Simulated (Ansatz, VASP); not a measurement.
# Two plane-wave programs on AlH6

```xyz
7
Lattice="3.6192 0.0000 0.0000 0.0000 3.6192 0.0000 0.0000 0.0000 4.3490" Properties=species:S:1:pos:R:3 pbc="T T T"
Al    1.8096    1.8096    4.0464
H     1.1487    0.0000    0.3765
H     2.4705    0.0000    0.3765
H     0.0000    1.1487    0.3765
H     0.0000    2.4705    0.3765
H     1.8096    0.0000    2.0972
H     0.0000    1.8096    2.0972
```

Alike in both runs: task single point; functional PBE; k mesh 6 × 6 × 4; occupations gaussian, width 0.1 eV; no spin polarisation.

|  | VASP | Ansatz |
| --- | --- | --- |
| version | VASP 6.6.1 | Ansatz 0.2.0 |
| potentials or method | VASP PAW PBE potentials, release 64 (Al, H), cutoff 520 eV | scalar-relativistic, plane waves, PAW |
| valence electrons in the cell | 9 | 9 |

```tsv
	VASP	Ansatz	Ansatz less VASP
gap on the k mesh at the Fermi level (eV)	none	none	-
pressure (GPa)	-12.1	-11.9	+0.17
traceless stress, the component that is largest in VASP (GPa)	0.64	0.62	-0.020
rms of the force components (eV/Å)	0.484	0.484	-0.0001
```

Atom by atom the forces differ by 0.002 eV/Å (rms over components). A gap of «none» marks a metal or a gap that the smearing closes.

The k mesh is coarse, so the values compare programs but aren't converged.
